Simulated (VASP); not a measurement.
A run of VASP 6.6.1 is set up as follows.

The input INCAR:

```
PREC = Accurate
ENCUT = 520
EDIFF = 1E-6
ISMEAR = 0
SIGMA = 0.15
LREAL = False
LASPH = True
NELM = 60
ALGO = Normal
ISIF = 2
LWAVE = False
LCHARG = True
GGA = PS
LELF = True
LVHAR = True
NBANDS = 21
```

KPOINTS

```
Automatic mesh
0
Gamma
  20 20 20
```

POSCAR

```
Ge
1.0
   -2.6517244106      2.6517244106      1.4183738328
    2.6517244106     -2.6517244106      1.4183738328
    2.6517244106      2.6517244106     -1.4183738328
Ge
2
Direct
    0.2500000000      0.7500000000      0.5000000000
    0.5000000000      0.5000000000      0.0000000000
```

Potentials or basis: VASP PAW PBE potentials, release 64 (Ge_d).

Command:

```sh
$ cat potpaw_PBE.64/Ge_d/POTCAR > POTCAR
$ mpirun -np 1 vasp_std > vasp.out
```

**Question.** What does it give for the pressure?

**Answer.** -5.5 GPa.

**Question.** Predict the band gap on the k mesh.

**Answer.** Zero (band 14 reaches 7.45 eV, above the bottom of band 15 at 2.78 eV).

Stress tensor (GPa, compression positive):
```
-6.00  0.00  0.00
 0.00 -6.00  0.00
 0.00  0.00 -4.44
```

Caveat: the cell differs from its parent crystal (strain +0.030 along x and y, +0.015 along z); the PAW data sets were made with another functional, which shifts forces and pressure a little.
